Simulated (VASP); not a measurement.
# HfMo (Cmmm) in VASP: notebook, part 2 of 2

VASP 6.6.1. The steps go on from the part before.

## (3) Relaxation of volume and atoms at fixed shape, LDA

This run uses another cell than the first one, of 18.38 Å³/atom.

INCAR reads:

```
SYSTEM = HfMo
PREC     = Accurate       ! precision mode
ENCUT    = 500            ! plane-wave cutoff, eV
EDIFF    = 1E-7           ! SCF threshold, eV
ISMEAR   = -1             ! smearing method
SIGMA    = 0.05           ! smearing width, eV
LREAL    = .FALSE.        ! projectors in reciprocal space
LASPH    = .TRUE.         ! aspherical terms in the spheres
NELM     = 120            ! most SCF steps
ALGO     = Normal         ! electronic algorithm
ISIF     = 8              ! what is computed and relaxed
LWAVE    = .FALSE.        ! write WAVECAR
LCHARG   = .FALSE.        ! write CHGCAR
IBRION   = 2              ! ionic algorithm
NSW      = 80             ! ionic steps
EDIFFG   = -0.02          ! ionic threshold
GGA_COMPAT= .FALSE.      
NELMIN   = 4
```

KPOINTS reads:

```
regular mesh
0
G
  7 7 5
  0 0 0
```

POSCAR reads:

```
HfMo
1.0
    1.6712035000     -2.4724670000      0.0000000000
    1.6712035000      2.4724670000      0.0000000000
    0.0000000000      0.0000000000      4.4470110000
Hf Mo
1 1
Direct
    0.0000000000      0.0000000000      0.0000000000
    0.5000000000      0.5000000000      0.5000000000
```

Potentials or basis: VASP PAW LDA potentials, release 64 (Hf_pv, Mo_sv).

The run is started by

```console
> cat potpaw_LDA.64/Hf_pv/POTCAR potpaw_LDA.64/Mo_sv/POTCAR > POTCAR
> mpirun -np 1 vasp_std > vasp.out
```

OUTCAR:

```text
SYSTEM = HfMo
   PREC = Accurate
   ENCUT = 500
   EDIFF = 1E-7
   ISMEAR = -1
   LREAL = .FALSE.
   LASPH = .TRUE.
   NELM = 120
   ISIF = 8
   IBRION = 2
   NSW = 80
   EDIFFG = -0.02
   NELMIN = 4

 ion  position               nearest neighbor table
   1  0.000  0.000  0.000-   2 2.78   2 2.78   2 2.78   2 2.78   2 3.33   2 3.33   2 3.33   2 3.33

   2  0.500  0.500  0.500-   1 2.78   1 2.78   1 2.78   1 2.78   1 3.33   1 3.33   1 3.33   1 3.33

  LATTYP: Found a base centered orthorhombic cell.
 ALAT       =     3.3424070000
 B/A-ratio  =     1.4794529810
 C/A-ratio  =     1.3304815960

  Lattice vectors:

 A1 = (   1.6712035000,  -2.4724670000,   0.0000000000)
 A2 = (   1.6712035000,   2.4724670000,   0.0000000000)
 A3 = (   0.0000000000,   0.0000000000,   4.4470110000)

Analysis of symmetry for initial positions (statically):
=====================================================================
 Subroutine PRICEL returns:
 Original cell was already a primitive cell.

 Routine SETGRP: Setting up the symmetry group for a
 base centered orthorhombic supercell.

 Subroutine GETGRP returns: Found  8 space group operations
 (whereof  8 operations were pure point group operations)
 out of a pool of  8 trial point group operations.

The static configuration has the point symmetry D_2h.

Analysis of symmetry for dynamics (positions and initial velocities):
=====================================================================
 Subroutine PRICEL returns:
 Original cell was already a primitive cell.

 Routine SETGRP: Setting up the symmetry group for a
 base centered orthorhombic supercell.

 Subroutine GETGRP returns: Found  8 space group operations
 (whereof  8 operations were pure point group operations)
 out of a pool of  8 trial point group operations.

The dynamic configuration has the point symmetry D_2h.

 Subroutine INISYM returns: Found  8 space group operations
[... 125 lines left out ...]
   IVDW    =     0    specifies the selected vdW correction
   LEPSILON=     F    determine dielectric tensor
   LRPA    =     F    only Hartree local field effects (RPA)
 conjugate gradient relaxation of ions
 non-spin polarized calculation
  energy-cutoff  :      500.00
  volume of cell :       36.75
 maximum number of plane-waves:       946
 NGX is ok and might be reduce to    24
   NGX = 11   NGY = 11   NGZ = 17

--------------------------------------- Ionic step        1  -------------------------------------------

 number of electron      23.9999999 magnetization

 Free energy of the ion-electron system (eV)
  ---------------------------------------------------
  ext. energy  EPLUGINS =         0.00000000
  ---------------------------------------------------
  free energy    TOTEN  =       -22.67455957 eV

  energy without entropy =      -22.65302390  energy(sigma->0) =      -22.66379173

------------------------ aborting loop because EDIFF is reached ----------------------------------------

  FORCE on cell =-STRESS in cart. coord.  units (eV):
  Direction    XX          YY          ZZ          XY          YZ          ZX
  --------------------------------------------------------------------------------------
  -------------------------------------------------------------------------------------
  Total       -2.3902053     -2.3637758     -2.2922228     -0.0000000      0.0000000      0.0000000
  in kB     -104.2048060   -103.0525687    -99.9331017     -0.0000000      0.0000000      0.0000000
  external PRESSURE =    -102.3968255 kB  Pullay stress =       0.0000000 kB
[... 95 lines left out ...]
--------------------------------------- Ionic step        4  -------------------------------------------

 number of electron      24.0000000 magnetization

 Free energy of the ion-electron system (eV)
  ---------------------------------------------------
  ext. energy  EPLUGINS =         0.00000000
  ---------------------------------------------------
  free energy    TOTEN  =       -22.75131640 eV

  energy without entropy =      -22.72869791  energy(sigma->0) =      -22.74000716

 E-fermi :   8.4049     XC(G=0): -12.8665

 val. band max:        8.3704359539   @ k =   0.1429   0.0000   0.0000
 cond. band min:       8.4067257629   @ k =   0.4286   0.4286   0.2000
 fundamental gap:      0.0362898090
 Fermi energy:         8.4048977181

 k-point     1 :       0.0000    0.0000    0.0000
  band No.  band energies     occupation
      1     -51.5325      2.00000
      2     -25.9762      2.00000
      3     -25.5905      2.00000
      4     -25.4755      2.00000
      5     -21.0037      2.00000
      6     -20.7326      2.00000
[... 433 lines left out ...]
      3     -25.8252      2.00000
      4     -25.6436      2.00000
      5     -21.5790      2.00000
      6     -21.0001      2.00000
[... 8 lines left out ...]
     15      11.8440      0.00000
     16      13.0138      0.00000

 [... further k-points ...]

------------------------ aborting loop because EDIFF is reached ----------------------------------------

  FORCE on cell =-STRESS in cart. coord.  units (eV):
  Direction    XX          YY          ZZ          XY          YZ          ZX
  --------------------------------------------------------------------------------------
  -------------------------------------------------------------------------------------
  Total       -0.1471503     -0.1731055      0.3028268     -0.0000000      0.0000000      0.0000000
  in kB       -6.8405772     -8.0471583     14.0775140     -0.0000000      0.0000000      0.0000000
  external PRESSURE =      -0.2700739 kB  Pullay stress =       0.0000000 kB
[... 17 lines left out ...]
  FREE ENERGIE OF THE ION-ELECTRON SYSTEM (eV)
  ---------------------------------------------------
  free  energy   TOTEN  =       -22.7513164008 eV

  energy  without entropy=      -22.7286979115  energy(sigma->0) =      -22.74000716

 reached required accuracy - stopping structural energy minimisation
```

CONTCAR:

```text
HfMo
   1.00000000000000
     1.6358229191901368   -2.4201230942499103    0.0000000000000000
     1.6358229191901368    2.4201230942499103    0.0000000000000000
     0.0000000000000000    0.0000000000000000    4.3528645767500178
  Hf              Mo
     1     1
Direct
     1.0000000000000000    1.0000000000000000    0.0000000000000000
     0.5000000000000000    0.5000000000000000    0.5000000000000000

  0.00000000E+00  0.00000000E+00  0.00000000E+00
  0.00000000E+00  0.00000000E+00  0.00000000E+00
```

Wall time 45 s (1 thread of Intel Xeon Platinum 8488C (Sapphire Rapids), shared host); peak memory 0.16 GiB.

What came out:

| Quantity | Value |
| --- | --- |
| Free energy | -22.7513 eV |
| Relaxed volume | 17.23 Å³/atom |
| Relaxed cell | a = 2.921 Å, b = 2.921 Å, c = 4.353 Å, α = 90.00°, β = 90.00°, γ = 111.89° |
| Space group after relaxing (to 0.1 Å) | Cmmm (No. 65) |
| Energy gained by relaxing | 38.4 meV/atom |
| Ionic steps | 4 |
| Pressure after relaxing | 0.0 GPa |
| Band gap on the k mesh | zero (bands 12 and 13 overlap by 2.11 eV) |

The path:
```tsv
step	energy change (eV)	largest force (eV/Å)	pressure (GPa)	volume (Å³)
1	0.0000	0.0000	-10.24	36.75
2	0.1711	0.0000	24.21	30.85
3	-0.0767	0.0000	-0.31	34.52
4	-0.0768	0.0000	-0.03	34.47
```

Final structure:
```
Hf Mo
1.0
     1.63582   -2.42012    0.00000
     1.63582    2.42012    0.00000
     0.00000    0.00000    4.35286
Hf Mo
1 1
Direct
  0.00000 0.00000 0.00000
  0.50000 0.50000 0.50000
```

Caveat: spin-orbit coupling is left out, which moves the levels of the heavy elements.
